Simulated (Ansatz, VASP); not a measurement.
# Mg3Sb2 in VASP and in Ansatz

The input POSCAR:

```
Mg3Sb2
1.0
    4.5759705415      0.0000000000      0.0000000000
   -2.2879852708      3.9629067359      0.0000000000
    0.0000000000      0.0000000000      7.2630942214
Sb Mg
2 3
Direct
    0.3333333333      0.6666666667      0.2290779916
    0.6666666667      0.3333333333      0.7709220084
    0.0000000000      0.0000000000      0.0000000000
    0.3333333333      0.6666666667      0.6338616303
    0.6666666667      0.3333333333      0.3661383697
```

File INCAR.step1:

```
ALGO = Normal ; EDIFF = 1E-5
ENCUT = 660 ; GGA = PE
GGA_COMPAT = False ; ISMEAR = 0
LASPH = True ; LCHARG = False
LREAL = False ; LWAVE = True
NBANDS = 16 ; NELM = 120
PREC = Accurate ; SIGMA = 0.05
```

INCAR.step2

```
ALGO = Normal ; EDIFF = 1E-6
ENCUT = 660 ; GGA_COMPAT = False
ISIF = 2 ; ISMEAR = 0
ISTART = 1 ; LASPH = True
LCHARG = False ; LMIXTAU = True
LREAL = False ; LWAVE = False
METAGGA = R2SCAN ; NBANDS = 16
NELM = 120 ; PREC = Accurate
SIGMA = 0.05
```

File KPOINTS:

```
k-points
0
Gamma
  8 8 4
```

Input for Ansatz:

```yaml
crystal:
  lattice:
    - [4.5759705415, 0.0, 0.0]
    - [-2.2879852708, 3.9629067359, 0.0]
    - [0.0, 0.0, 7.2630942214]
  atoms:
    - { symbol: Sb, position: [0.3333333333, 0.6666666667, 0.2290779916] }
    - { symbol: Sb, position: [0.6666666667, 0.3333333333, 0.7709220084] }
    - { symbol: Mg, position: [0.0, 0.0, 0.0] }
    - { symbol: Mg, position: [0.3333333333, 0.6666666667, 0.6338616303] }
    - { symbol: Mg, position: [0.6666666667, 0.3333333333, 0.3661383697] }
basis:
  ecutwfc: 500
  ecutrho_ratio: 4
kpoints:
  mp_grid: { grid: [8, 8, 4] }
hamiltonian:
  xc: r2scan
scf:
  occupations: { method: gaussian, width: 0.05 }
output:
  forces: true
  stress: true
  eigenvalues: true
  eigenstates:
    nscf_kmesh: { grid: [12, 12, 6] }
    de_dk: true
    e_range: [-2.5, 3.232295549432]
  write_density: true
  write_potential: true
  elf: true
  volumetric_format: npy
```

Alike in both runs: task single point; functional r2SCAN; k mesh 8 × 8 × 4; occupations gaussian, width 0.05 eV; no spin polarisation.

```csv
,VASP,Ansatz
version,VASP 6.6.1,Ansatz 0.2.0
potentials or method,"VASP PAW PBE potentials, release 64 (Sb, Mg), cutoff 660 eV","scalar-relativistic, plane waves, PAW"
valence electrons in the cell,16,60
```

Ansatz gave:

| Property | Result |
| --- | --- |
| gap on the k mesh at the Fermi level (eV) | 0.73 |
| least direct gap on the mesh (eV) | 1.78 |
| pressure (GPa) | -0.3 |
| rms of the force components (eV/Å) | 0.003 |

Q: What did VASP give for the same quantities?

A: gap on the k mesh at the Fermi level (eV): 0.69; least direct gap on the mesh (eV): 1.75; pressure (GPa): -0.3; rms of the force components (eV/Å): 0.007.

VASP's potentials were made for PBE, not for r2SCAN. Atom by atom the forces differ by 0.005 eV/Å (rms over components). With one functional, cell and mesh, what is left measures potentials, basis and numerics. VASP's potentials hold 16 valence electrons a cell and Ansatz's 60, so a difference there can come from the potentials and not from the codes.

Neither program's run includes spin-orbit coupling.
